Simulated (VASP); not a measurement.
Wanted: the native input for a VASP 6.6.1 run.

| Quantity | Value |
| --- | --- |
| Task | single point |
| Functional | LDA |
| Potentials or basis | VASP PAW LDA potentials, release 64 (Ge_d) |
| Cutoff | 520 eV |
| k mesh | 14 × 14 × 14 |
| Occupations | fermi-dirac, width 0.1 eV |
| Spin | no spin polarisation |
| Dipole correction | no |
| Further INCAR settings | ALGO = Normal; EDIFF = 1e-06; NBANDS = 21 |

The structure of Ge lies in POSCAR:

```
Ge
1.0
    0.0000000000      2.2255402487      2.2255402487
    2.2255402487      0.0000000000      2.2255402487
    2.2255402487      2.2255402487      0.0000000000
Ge
2
Direct
   -0.1250000000     -0.1250000000     -0.1250000000
    0.1250000000      0.1250000000      0.1250000000
```

One way to write it, as run:

INCAR

```
SYSTEM = Ge
PREC = Accurate
ENCUT = 520
EDIFF = 1E-6
ISMEAR = -1
SIGMA = 0.1
LREAL = .FALSE.
LASPH = .TRUE.
NELM = 100
ALGO = Normal
ISIF = 2
LWAVE = .FALSE.
LCHARG = .FALSE.
NBANDS = 21
```

KPOINTS

```
regular mesh
0
G
  14 14 14
  0 0 0
```

Potentials or basis: VASP PAW LDA potentials, release 64 (Ge_d).

Command:

```sh
$ cat potpaw_LDA.64/Ge_d/POTCAR > POTCAR
$ mpirun -np 1 vasp_std > vasp.out
```

Results of the run:

```yaml
Pressure: 252.6 GPa
Band_gap_on_the_k_mesh: zero (band 14 reaches 15.42 eV, above the bottom of band 15 at 13.99 eV)
```

Run time: 84 s on 1 thread of AMD EPYC 7R13, with other jobs on the host, peak memory 0.12 GiB.
